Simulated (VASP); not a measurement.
# WC: single point with PBE

The system is WC.

```xyz
2
Lattice="2.9822 0.0000 0.0000 -1.4911 2.5827 0.0000 0.0000 0.0000 2.6760" Properties=species:S:1:pos:R:3 pbc="T T T"
W     0.0000    0.0000    0.0000
C     1.4911    0.8609    1.3380
```

This cell differs from its parent crystal: ratio of the length along z to the lengths across it x 0.92, volume and fractional coordinates fixed.

```json
{"Program": "VASP 6.6.1", "Task": "single point", "Functional": "PBE", "Potentials or basis": "VASP PAW PBE potentials, release 64 (W_sv, C)", "Cutoff": "520 eV", "k mesh": "24 × 24 × 18", "Occupations": "gaussian, width 0.15 eV", "Spin": "no spin polarisation"}
```

```json
{
 "Pressure": "15.5 GPa",
 "Band gap on the k mesh": "zero (bands 9 and 10 overlap by 1.50 eV)"
}
```

Stress tensor (GPa, compression positive):
```
-6.10  0.00  0.00
 0.00 -6.10  0.00
 0.00  0.00 58.83
```

Levels at points of the mesh, in eV from the Fermi level:
```tsv
k point	band 7	band 8	band 9	band 10	band 11	band 12
(0.00, 0.00, 0.00)	-4.03	-4.03	0.91	3.48	3.48	5.60
(0.50, 0.00, 0.00)	-3.76	-2.68	-1.09	2.76	3.89	3.98
(0.00, 0.00, 0.50)	-2.89	-2.89	-0.57	-0.57	4.02	4.02
(0.50, 0.00, 0.50)	-5.01	-4.04	0.41	3.94	5.60	6.55
```

Run time: 50 s on 1 thread of Intel(R) Xeon(R) 6975P-C (Granite Rapids), on a shared host, peak memory 0.3 GiB.

Caveat: the stress differs along the axes, from -6 to 59 GPa; spin-orbit coupling is left out, which moves the levels of the heavy elements.
